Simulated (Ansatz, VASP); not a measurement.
# Two plane-wave programs on Sc

```
CELL_PARAMETERS angstrom
0.00000 2.41609 2.41609
2.41609 0.00000 2.41609
2.41609 2.41609 0.00000
ATOMIC_POSITIONS crystal
Sc 0.00000 0.00000 0.00000
```

Alike in both runs: task single point; functional r2SCAN; k mesh 13 × 13 × 13; occupations fermi-dirac, width 0.1 eV; no spin polarisation.

```csv
,VASP,Ansatz
version,VASP 6.6.1,Ansatz 0.2.0
potentials or method,"VASP PAW PBE potentials, release 64 (Sc_sv), cutoff 520 eV","plane waves (500 eV) with PAW, scalar-relativistic"
valence electrons in the cell,11,11
```

```csv
,VASP,Ansatz,Ansatz less VASP
pressure (GPa),-5.0,-5.1,-0.13
```

VASP's potentials were made for PBE, not for r2SCAN. With one functional, cell and mesh, what is left measures potentials, basis and numerics.
